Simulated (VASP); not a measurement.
PbSe:

```
CELL_PARAMETERS angstrom
-1.84733 1.84733 6.25107
1.84733 -1.84733 6.25107
1.84733 1.84733 -6.25107
ATOMIC_POSITIONS crystal
Pb 0.54200 0.54200 0.00000
Pb 0.29200 0.79200 0.50000
Se 0.95800 0.95800 0.00000
Se 0.70800 0.20800 0.50000
```

The cell was generated, and may not be a known phase.

* Program: VASP 6.6.1
* Task: relaxation of cell and atoms
* Functional: PBE
* Potentials or basis: VASP PAW PBE potentials, release 64 (Pb_d, Se)
* Cutoff: 600 eV
* k mesh: 6 × 6 × 6
* Occupations: gaussian, width 0.1 eV
* Spin: no spin polarisation

At the start: pressure 32.0 GPa; volume 21.33 Å³/atom.

Question: How do energy, volume and symmetry change on relaxing?

Answer: Over 9 steps the energy falls by 656.9 meV/atom and the volume is 30.27 Å³/atom (+41.9 %); space group I4_1md (No. 109, to 0.1 Å) before and after.

The path:
```csv
step,energy change (eV),largest force (eV/Å),pressure (GPa),volume (Å³)
1,0.0000,0.2270,32.05,85.33
2,-1.8412,0.0972,-6.30,149.62
3,-2.5727,0.0262,0.02,119.48
4,-2.5900,0.0306,0.04,119.69
5,-2.6221,0.0343,0.16,120.17
6,-2.5937,0.0033,0.64,120.50
7,-2.6268,0.0298,0.26,120.35
8,-2.6266,0.0081,-0.33,121.89
9,-2.6274,0.0197,-0.02,121.08
```

Final structure:
```
Pb Se
1.0
    -2.01276    2.01276    7.47199
     2.01276   -2.01276    7.47199
     2.01276    2.01276   -7.47199
Pb Se
2 2
Direct
  0.54200 0.54200 0.00000
  0.29200 0.79200 0.50000
  0.95800 0.95800 0.00000
  0.70800 0.20800 0.50000
```

Caveat: the volume moved by over 15 % at a fixed basis, so the end points are rough.
